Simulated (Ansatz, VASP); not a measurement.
One calculation of CdF2, two programs

```
CELL_PARAMETERS angstrom
0.00000 2.78210 2.68258
2.78210 0.00000 2.68258
2.78210 2.78210 0.00000
ATOMIC_POSITIONS crystal
Cd 0.00000 0.00000 0.00000
F 0.25000 0.25000 0.25000
F 0.75000 0.75000 0.75000
```

Change from the starting cell: biaxial_xy strain +3.7%.

Alike in both runs: task single point; functional r2SCAN; k mesh 8 × 8 × 8; no spin polarisation.

```csv
,VASP,Ansatz
version,VASP 6.6.1,Ansatz 0.2.0
potentials or method,"VASP PAW PBE potentials, release 64 (Cd, F)","plane waves, PAW"
plane-wave cutoff (eV),520,500
occupations,"gaussian, width 0.01 eV",fixed
valence electrons in the cell,26,34
```

```csv
,VASP,Ansatz,Ansatz less VASP
gap on the k mesh at the Fermi level (eV),3.48,3.52,+0.040
pressure (GPa),-5.2,-5.9,-0.67
"traceless stress, the component that is largest in VASP (GPa)",2.68,2.73,+0.045
```

VASP's potentials were made for PBE, not for r2SCAN. VASP's potentials hold 26 valence electrons a cell and Ansatz's 34, so a difference there can come from the potentials and not from the codes.
